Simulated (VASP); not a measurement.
Sb, 1 atom in the cell. It takes space group I4/mmm (No. 139, tetragonal). Conventional cell: a = 3.153 Å, b = 3.153 Å, c = 5.424 Å, α = 90.00°, β = 90.00°, γ = 90.00°. Within 4.1 Å of Sb (site symmetry 4/mmm) lie 12 Sb at 3.15 to 3.51 Å. 

```yaml
Program: VASP 6.6.1
Task: single point
Functional: r2SCAN
Potentials_or_basis: VASP PAW PBE potentials, release 64 (Sb)
Cutoff: 550 eV
k_mesh: 24 × 24 × 24
Occupations: gaussian, width 0.15 eV
Spin: no spin polarisation
Dipole_correction: no
Further_INCAR_settings: ALGO = Normal; EDIFF = 1e-06; NBANDS = 8
```

Potentials or basis: VASP PAW PBE potentials, release 64 (Sb).

The run is started by

```bash
$ cat potpaw_PBE.64/Sb/POTCAR > POTCAR
$ cp INCAR.step1 INCAR
$ mpirun -np 1 vasp_std > vasp.out
$ cp INCAR.step2 INCAR
$ mpirun -np 1 vasp_std > vasp.out
```

Hardware: 1 thread of Oxide Virtual Turin-like Processor, with other jobs on the host.

Q: How long does it take, and how much memory?

A: It took 10 min on 1 thread of Oxide Virtual Turin-like Processor (shared host), peak memory 0.34 GiB. Counts: k points 1063.
